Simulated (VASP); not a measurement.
# MgB2 (P6/mmm) in VASP: notebook

The runs below take MgB2 through single point, relaxation of cell and atoms, with revPBE, r2SCAN+D3(BJ), PBEsol.

Program: VASP 6.6.1. These are calculated values, not measurements. Logs are shortened: lines on timing, memory, paths and dates and some standing lists are left out, and cuts for length are marked.

## Step 1: The cell of the first run

It takes space group P6/mmm (No. 191, hexagonal). Conventional cell: a = 3.146 Å, b = 3.146 Å, c = 3.592 Å, α = 90.00°, β = 90.00°, γ = 120.00°. Within 3.4 Å of Mg (site symmetry 6/mmm) lie 12 B at 2.55 Å and 6 Mg at 3.15 Å. Within 2.4 Å of B (site symmetry -6m2) lie 3 B at 1.82 Å.

## Step 2: Single point, revPBE

Input file INCAR:

```
PREC = Accurate ; ENCUT = 520
EDIFF = 1E-6 ; ISMEAR = -1
SIGMA = 0.05 ; LREAL = False
LASPH = True ; NELM = 80
ALGO = Normal ; ISIF = 2
LWAVE = False ; LCHARG = False
GGA = RE ; NBANDS = 11
```

Input file KPOINTS:

```
regular mesh
0
Gamma
  10 10 8
```

Input file POSCAR:

```
MgB2
1.0
    3.1455055572      0.0000000000      0.0000000000
   -1.5727527786      2.7240877203      0.0000000000
    0.0000000000      0.0000000000      3.5920959734
Mg B
1 2
Direct
    0.0000000000      0.0000000000      0.0000000000
    0.6666666667      0.3333333333      0.5000000000
    0.3333333333      0.6666666667      0.5000000000
```

Potentials or basis: VASP PAW PBE potentials, release 64 (Mg, B).

The run is started by

```sh
$ cat potpaw_PBE.64/Mg/POTCAR potpaw_PBE.64/B/POTCAR > POTCAR
$ mpirun -np 1 vasp_std > vasp.out
```

OUTCAR:

```text
PREC = Accurate
   ENCUT = 520
   EDIFF = 1E-6
   ISMEAR = -1
   LREAL = False
   LASPH = True
   NELM = 80
   ISIF = 2
   GGA = RE

 ion  position               nearest neighbor table
   1  0.000  0.000  0.000-   2 2.55   3 2.55   2 2.55   3 2.55   2 2.55   2 2.55   3 2.55   3 2.55
                             2 2.55   2 2.55   3 2.55   3 2.55
   2  0.667  0.333  0.500-   3 1.82   3 1.82   3 1.82   1 2.55   1 2.55   1 2.55   1 2.55   1 2.55
                             1 2.55
   3  0.333  0.667  0.500-   2 1.82   2 1.82   2 1.82   1 2.55   1 2.55   1 2.55   1 2.55   1 2.55
                             1 2.55

  LATTYP: Found a hexagonal cell.
 ALAT       =     3.1455055572
 C/A-ratio  =     1.1419773096

  Lattice vectors:

 A1 = (   3.1455055572,   0.0000000000,   0.0000000000)
 A2 = (  -1.5727527786,   2.7240877203,   0.0000000000)
 A3 = (   0.0000000000,   0.0000000000,   3.5920959734)

Analysis of symmetry for initial positions (statically):
=====================================================================
 Subroutine PRICEL returns:
 Original cell was already a primitive cell.

 Routine SETGRP: Setting up the symmetry group for a
 hexagonal supercell.

 Subroutine GETGRP returns: Found 24 space group operations
 (whereof 24 operations were pure point group operations)
 out of a pool of 24 trial point group operations.

The static configuration has the point symmetry D_6h.

Analysis of symmetry for dynamics (positions and initial velocities):
=====================================================================
 Subroutine PRICEL returns:
 Original cell was already a primitive cell.

 Routine SETGRP: Setting up the symmetry group for a
 hexagonal supercell.

 Subroutine GETGRP returns: Found 24 space group operations
 (whereof 24 operations were pure point group operations)
 out of a pool of 24 trial point group operations.

The dynamic configuration has the point symmetry D_6h.

 Subroutine INISYM returns: Found 24 space group operations
 (whereof 24 operations are pure point group operations),
 and found     1 'primitive' translations

----------------------------------------------------------------------------------------

                                     Primitive cell

  volume of cell :      30.7794

  direct lattice vectors                    reciprocal lattice vectors
     3.145505557  0.000000000  0.000000000     0.317913919  0.183547687  0.000000000
    -1.572752779  2.724087720  0.000000000     0.000000000  0.367095374  0.000000000
     0.000000000  0.000000000  3.592095973     0.000000000  0.000000000  0.278388998

  length of vectors
     3.145505557  3.145505557  3.592095973     0.367095374  0.367095374  0.278388998

  position of ions in fractional coordinates (direct lattice)
     0.000000000  0.000000000  0.000000000
     0.666666667  0.333333333  0.500000000
     0.333333333  0.666666667  0.500000000

  ion indices of the primitive-cell ions
   primitive index   ion index
                 1           1
                 2           2
                 3           3

----------------------------------------------------------------------------------------

 KPOINTS: regular mesh

Automatic generation of k-mesh.
 Grid dimensions read from file:
 generate k-points for:   10   10    8

 Generating k-lattice:

  Cartesian coordinates                     Fractional coordinates (reciprocal lattice)
     0.031791392  0.018354769  0.000000000     0.100000000  0.000000000  0.000000000
     0.000000000  0.036709537  0.000000000     0.000000000  0.100000000  0.000000000
     0.000000000  0.000000000  0.034798625     0.000000000  0.000000000  0.125000000

  Length of vectors
     0.036709537  0.036709537  0.034798625

  Shift w.r.t. Gamma in fractional coordinates (k-lattice)
     0.000000000  0.000000000  0.000000000

 Subroutine IBZKPT returns following result:
 ===========================================

 Found     70 irreducible k-points:

 Following reciprocal coordinates:
            Coordinates               Weight
[... 51 lines left out ...]
      4       4.1576      2.00000
      5       7.1010      0.00000
      6      10.2246      0.00000
      7      12.4024      0.00000
      8      13.4592      0.00000
      9      13.6964      0.00000
     10      18.5111      0.00000
     11      18.9901      0.00000

 k-point     4 :       0.3000    0.0000    0.0000
  band No.  band energies     occupation
      1      -5.6620      2.00000
      2       0.6112      2.00000
      3       3.4671      2.00000
      4       3.5655      2.00000
      5       7.8250      0.00000
      6       9.6750      0.00000
      7      10.5568      0.00000
      8      13.5565      0.00000
      9      15.6637      0.00000
     10      17.8373      0.00000
     11      18.5904      0.00000

 k-point     5 :       0.4000    0.0000    0.0000
  band No.  band energies     occupation
      1      -4.5403      2.00000
      2      -1.2875      2.00000
      3       3.0139      2.00000
      4       4.5468      1.99972
      5       8.5070      0.00000
      6       8.8145      0.00000
      7       9.5815      0.00000
      8      12.4185      0.00000
      9      17.2059      0.00000
     10      17.6291      0.00000
     11      18.8396      0.00000
[... 211 lines left out ...]
 k-point    21 :       0.1000    0.1000    0.1250
  band No.  band energies     occupation
      1      -6.5282      2.00000
      2       1.6905      2.00000
      3       3.3913      2.00000
      4       4.1553      2.00000
      5       8.1823      0.00000
      6      11.1447      0.00000
      7      11.6294      0.00000
      8      12.5408      0.00000
      9      14.4362      0.00000
     10      17.2427      0.00000
     11      18.6412      0.00000

 k-point    22 :       0.2000    0.1000    0.1250
  band No.  band energies     occupation
      1      -5.8709      2.00000
      2       1.6853      2.00000
      3       2.3502      2.00000
      4       3.2035      2.00000
      5       8.7825      0.00000
      6      10.3097      0.00000
      7      11.0166      0.00000
      8      13.2390      0.00000
      9      15.4890      0.00000
     10      15.8570      0.00000
     11      18.6314      0.00000

 k-point    23 :       0.3000    0.1000    0.1250
  band No.  band energies     occupation
      1      -4.9023      2.00000
      2      -0.2012      2.00000
      3       2.5419      2.00000
      4       3.3036      2.00000
      5       8.5403      0.00000
      6       9.6411      0.00000
      7      10.5664      0.00000
      8      13.6588      0.00000
      9      15.1112      0.00000
     10      16.3496      0.00000
     11      18.6294      0.00000

 k-point    24 :       0.4000    0.1000    0.1250
  band No.  band energies     occupation
      1      -3.6796      2.00000
      2      -1.9273      2.00000
      3       2.2193      2.00000
      4       4.3195      2.00000
      5       7.0882      0.00000
      6       9.8966      0.00000
      7      10.9594      0.00000
      8      12.7814      0.00000
      9      14.6995      0.00000
     10      17.7695      0.00000
     11      18.6582      0.00000

 [... further k-points ...]
[... 5 lines left out ...]
  --------------------------------------------------------------------------------------
  -------------------------------------------------------------------------------------
  Total       -1.4461408     -1.4461408     -0.9285617      0.0000000      0.0000000      0.0000000
  in kB      -75.2768915    -75.2768915    -48.3350142      0.0000000      0.0000000      0.0000000
  external PRESSURE =     -66.2962657 kB  Pullay stress =       0.0000000 kB

 VOLUME and BASIS-vectors are now :
 -----------------------------------------------------------------------------
  energy-cutoff  :      520.00
  volume of cell :       30.78
      direct lattice vectors                 reciprocal lattice vectors
     3.145505557  0.000000000  0.000000000     0.317913919  0.183547687  0.000000000
    -1.572752779  2.724087720  0.000000000     0.000000000  0.367095374  0.000000000
     0.000000000  0.000000000  3.592095973     0.000000000  0.000000000  0.278388998

 POSITION                                       TOTAL-FORCE (eV/Angst)
 -----------------------------------------------------------------------------------
      0.00000      0.00000      0.00000         0.000000      0.000000      0.000000
      1.57275      0.90803      1.79605         0.000000     -0.000000      0.000000
     -0.00000      1.81606      1.79605        -0.000000      0.000000      0.000000
 -----------------------------------------------------------------------------------
    total drift:                                0.000000     -0.000000      0.000000

  FREE ENERGIE OF THE ION-ELECTRON SYSTEM (eV)
  ---------------------------------------------------
  free  energy   TOTEN  =       -14.6512220637 eV

  energy  without entropy=      -14.6454089271  energy(sigma->0) =      -14.64831550
```

Run time: 10 s. Hardware: 1 thread of AMD EPYC 9R45 (Zen 5), shared host; peak memory 0.12 GiB.

What came out:

```
Free energy            : -14.6512 eV
Pressure               : -6.6 GPa
Band gap on the k mesh : zero (band 4 reaches 6.05 eV, above the bottom of band 5 at 3.70 eV)
```

Stress tensor (GPa, compression positive):
```
-7.53  0.00  0.00
 0.00 -7.53  0.00
 0.00  0.00 -4.83
```

Caveat: the PAW data sets were made with another functional, which shifts forces and pressure a little.

## Step 3: Single point, r2SCAN+D3(BJ)

This run uses another cell than the first one, of 9.39 Å³/atom, 0.915 times its volume.

Input file POSCAR:

```
MgB2
1.0
    3.0610865115      0.0000000000      0.0000000000
   -1.5305432557      2.6509786821      0.0000000000
    0.0000000000      0.0000000000      3.4721083383
Mg B
1 2
Direct
    0.0000000000      0.0000000000      0.0000000000
    0.6666666667      0.3333333333      0.5000000000
    0.3333333333      0.6666666667      0.5000000000
```

Input file INCAR.step1:

```
PREC     = Accurate       # precision mode
ENCUT    = 520            # plane-wave cutoff, eV
ISMEAR   = -1             # smearing method
SIGMA    = 0.05           # smearing width, eV
LREAL    = F              # projectors in reciprocal space
LASPH    = T              # aspherical terms in the spheres
NELM     = 80             # most SCF steps
NBANDS   = 11             # bands
GGA      = PE             # functional
ALGO     = Normal         # electronic algorithm
EDIFF    = 1E-4           # SCF threshold, eV
LWAVE    = T              # write WAVECAR
LCHARG   = F              # write CHGCAR
```

Input file INCAR.step2:

```
PREC     = Accurate       # precision mode
ENCUT    = 520            # plane-wave cutoff, eV
EDIFF    = 1E-6           # SCF threshold, eV
ISMEAR   = -1             # smearing method
SIGMA    = 0.05           # smearing width, eV
LREAL    = F              # projectors in reciprocal space
LASPH    = T              # aspherical terms in the spheres
NELM     = 80             # most SCF steps
ALGO     = Normal         # electronic algorithm
ISIF     = 2              # what is computed and relaxed
LWAVE    = F              # write WAVECAR
LCHARG   = F              # write CHGCAR
METAGGA  = R2SCAN         # meta-GGA
LMIXTAU  = T            
IVDW     = 12             # dispersion correction
VDW_S6   = 1.0          
VDW_S8   = 0.78981345   
VDW_A1   = 0.49484001   
VDW_A2   = 5.73083694   
NBANDS   = 11             # bands
ISTART   = 1
```

KPOINTS is that of step 2.

Potentials or basis: VASP PAW PBE potentials, release 64 (Mg, B).

The run is started by

```sh
$ cat potpaw_PBE.64/Mg/POTCAR potpaw_PBE.64/B/POTCAR > POTCAR
$ cp INCAR.step1 INCAR
$ mpirun -np 1 vasp_std > vasp.out
$ cp INCAR.step2 INCAR
$ mpirun -np 1 vasp_std > vasp.out
```

Wall time 44 s (1 thread of AMD EPYC 9R45 (Zen 5), shared host); peak memory 0.14 GiB.

The run converged. Its results:

```
Free energy                : -19.8149 eV
Pressure                   : -0.4 GPa
Band gap on the k mesh     : zero (band 4 reaches 6.72 eV, above the bottom of band 5 at 4.06 eV)
Dispersion energy per atom : -0.137 eV
```

Stress tensor (GPa, compression positive):
```
-0.28  0.00  0.00
 0.00 -0.28  0.00
 0.00  0.00 -0.66
```

Levels at points of the mesh, in eV from the Fermi level:
| k point | band 1 | band 2 | band 3 | band 4 | band 5 | band 6 | band 7 | band 8 |
| --- | --- | --- | --- | --- | --- | --- | --- | --- |
| (0.00, 0.00, 0.00) | -13.45 | -3.16 | 0.33 | 0.33 | 2.10 | 6.63 | 6.63 | 8.65 |
| (0.50, 0.00, 0.00) | -9.34 | -8.47 | -2.43 | 0.19 | 3.36 | 4.10 | 5.96 | 8.18 |
| (0.00, 0.00, 0.50) | -12.10 | -7.93 | 0.75 | 0.75 | 6.95 | 6.95 | 8.63 | 10.69 |
| (0.50, 0.00, 0.50) | -8.28 | -7.51 | -3.89 | -2.11 | -1.31 | 6.13 | 9.61 | 9.87 |

Caveat: the PAW data sets were made with another functional, which shifts forces and pressure a little; pairwise dispersion overbinds metals, which lowers pressure and volume.

## Step 4: Relaxation of cell and atoms, r2SCAN+D3(BJ)

This run uses another cell than the first one, of 9.68 Å³/atom, 0.943 times its volume.

Input file POSCAR:

```
MgB2
1.0
    3.0850000000      0.0000000000      0.0000000000
   -1.5425000000      2.6716883707      0.0000000000
    0.0000000000      0.0000000000      3.5230000000
Mg B
1 2
Direct
    0.0000000000      0.0000000000      0.0000000000
    0.6666666667      0.3333333333      0.5000000000
    0.3333333333      0.6666666667      0.5000000000
```

Input file INCAR.step1:

```
PREC = Accurate ; ENCUT = 600
ISMEAR = -1 ; SIGMA = 0.05
LREAL = F ; LASPH = T
NELM = 60 ; GGA = PE
ALGO = Normal ; EDIFF = 1E-4
LWAVE = T ; LCHARG = F
```

Input file INCAR.step2:

```
PREC = Accurate ; ENCUT = 600
EDIFF = 1E-7 ; ISMEAR = -1
SIGMA = 0.05 ; LREAL = F
LASPH = T ; NELM = 60
ALGO = Normal ; ISIF = 3
LWAVE = F ; LCHARG = F
METAGGA = R2SCAN ; LMIXTAU = T
IVDW = 12 ; VDW_S6 = 1.0
VDW_S8 = 0.78981345 ; VDW_A1 = 0.49484001
VDW_A2 = 5.73083694 ; IBRION = 2
NSW = 60 ; EDIFFG = -0.01
ISTART = 1
```

KPOINTS is that of step 3.

The run is started by

```sh
$ cat potpaw_PBE.64/Mg/POTCAR potpaw_PBE.64/B/POTCAR > POTCAR
$ cp INCAR.step1 INCAR
$ mpirun -np 1 vasp_std > vasp.out
$ cp INCAR.step2 INCAR
$ mpirun -np 1 vasp_std > vasp.out
```

Wall time 3.6 min (1 thread of AMD EPYC 9R45 (Zen 5), shared host); peak memory 0.17 GiB.

It converged, with:

```
Free energy                            : -19.8181 eV
Relaxed volume                         : 9.36 Å³/atom
Relaxed cell                           : a = 3.060 Å, b = 3.060 Å, c = 3.463 Å, α = 90.00°, β = 90.00°, γ = 120.00°
Space group after relaxing (to 0.05 Å) : P6/mmm (No. 191)
Energy gained by relaxing              : 4.9 meV/atom
Ionic steps                            : 5
Pressure after relaxing                : 0.0 GPa
Band gap on the k mesh                 : zero (band 4 reaches 6.76 eV, above the bottom of band 5 at 4.07 eV)
Dispersion energy per atom             : -0.138 eV
```

Step by step:
| step | energy change (eV) | largest force (eV/Å) | pressure (GPa) | volume (Å³) |
| --- | --- | --- | --- | --- |
| 1 | 0.0000 | 0.0000 | -4.76 | 29.04 |
| 2 | -0.0121 | 0.0000 | 1.78 | 27.84 |
| 3 | -0.0137 | 0.0000 | 0.04 | 28.14 |
| 4 | -0.0146 | 0.0000 | 0.03 | 28.10 |
| 5 | -0.0147 | 0.0000 | 0.02 | 28.08 |

Final structure:
```
CELL_PARAMETERS angstrom
3.06000 0.00000 0.00000
-1.53000 2.65004 0.00000
0.00000 0.00000 3.46295
ATOMIC_POSITIONS crystal
Mg 0.00000 0.00000 0.00000
B 0.66667 0.33333 0.50000
B 0.33333 0.66667 0.50000
```

Levels at points of the mesh, in eV from the Fermi level:
| k point | band 2 | band 3 | band 4 | band 5 | band 6 | band 7 |
| --- | --- | --- | --- | --- | --- | --- |
| (0.00, 0.00, 0.00) | -3.15 | 0.31 | 0.31 | 2.15 | 6.62 | 6.62 |
| (0.50, 0.00, 0.00) | -8.48 | -2.44 | 0.21 | 3.38 | 4.09 | 6.01 |
| (0.00, 0.00, 0.50) | -7.94 | 0.75 | 0.75 | 6.94 | 6.94 | 8.62 |
| (0.50, 0.00, 0.50) | -7.52 | -3.90 | -2.13 | -1.32 | 6.14 | 9.61 |

Caveat: the PAW data sets were made with another functional, which shifts forces and pressure a little; pairwise dispersion overbinds metals, which lowers pressure and volume.

## Step 5: Single point, PBEsol (volume scaled by 1.04)

Input file INCAR:

```
  ALGO = Normal
  EDIFF = 1E-7
  ENCUT = 520
  GGA = PS
  ISIF = 2
  ISMEAR = -1
  LASPH = True
  LCHARG = True
  LELF = True
  LREAL = False
  LVHAR = True
  LWAVE = False
  NBANDS = 11
  NELM = 60
  PREC = Accurate
  SIGMA = 0.05
```

Input file KPOINTS:

```
k-points
0
Gamma
  10 10 8
```

Input file POSCAR:

```
MgB2
1.0
    3.1255967608      0.0000000000      0.0000000000
   -1.5627983804      2.7068461969      0.0000000000
    0.0000000000      0.0000000000      3.5693605797
Mg B
1 2
Direct
    0.0000000000      0.0000000000      0.0000000000
    0.6666666667      0.3333333333      0.5000000000
    0.3333333333      0.6666666667      0.5000000000
```

The run is started by

```sh
$ cat potpaw_PBE.64/Mg/POTCAR potpaw_PBE.64/B/POTCAR > POTCAR
$ mpirun -np 1 vasp_std > vasp.out
```

It took 9.3 s on 1 thread of Intel Xeon Platinum 8488C (Sapphire Rapids), shared host; peak memory 0.16 GiB.

Results (log left out):

- Free energy: -16.1765 eV
- Pressure: -8.3 GPa
- Band gap on the k mesh: zero (band 4 reaches 6.05 eV, above the bottom of band 5 at 3.64 eV)

Stress tensor (GPa, compression positive):
```
-8.95  0.00  0.00
 0.00 -8.95  0.00
 0.00  0.00 -7.14
```

Levels at points of the mesh, in eV from the Fermi level:
| k point | band 1 | band 2 | band 3 | band 4 | band 5 | band 6 | band 7 | band 8 |
| --- | --- | --- | --- | --- | --- | --- | --- | --- |
| (0.00, 0.00, 0.00) | -12.21 | -2.90 | 0.32 | 0.32 | 1.47 | 6.07 | 6.07 | 7.65 |
| (0.50, 0.00, 0.00) | -8.43 | -7.71 | -2.15 | 0.19 | 2.94 | 3.68 | 5.06 | 6.67 |
| (0.00, 0.00, 0.50) | -10.98 | -7.31 | 0.68 | 0.68 | 6.43 | 6.43 | 7.66 | 9.28 |
| (0.50, 0.00, 0.50) | -7.48 | -6.82 | -3.53 | -1.86 | -1.35 | 5.38 | 8.33 | 8.56 |

Caveat: the cell differs from its parent crystal (volume scaled by 1.04); the PAW data sets were made with another functional, which shifts forces and pressure a little.

## Step 6: The runs side by side

```tsv
task	level	cell	cutoff (eV)	gap on the mesh (eV)	pressure (GPa)
single point	revPBE	a = 3.146, b = 3.146, c = 3.592 Å, angles 90.0, 90.0, 120.0°, 3 atoms	520	none	-6.6
single point	r2SCAN+D3(BJ)	a = 3.061, b = 3.061, c = 3.472 Å, angles 90.0, 90.0, 120.0°, 3 atoms	520	none	-0.4
relaxation of cell and atoms	r2SCAN+D3(BJ)	relaxed from a = 3.085, b = 3.085, c = 3.523 Å, angles 90.0, 90.0, 120.0°, 3 atoms	600	none	0.0
single point	PBEsol	a = 3.126, b = 3.126, c = 3.569 Å, angles 90.0, 90.0, 120.0°, 3 atoms	520	none	-8.3
```

Alike in all rows: potentials or basis VASP PAW PBE potentials, release 64 (Mg, B); no spin polarisation; k mesh 10 × 10 × 8; smearing fermi-dirac 0.05 eV.

Caveats: the PAW data sets were made with another functional, which shifts forces and pressure a little; pairwise dispersion overbinds metals, which lowers pressure and volume (some runs).

Total energies depend on the potentials used, so only differences within one code and one set of settings carry meaning.
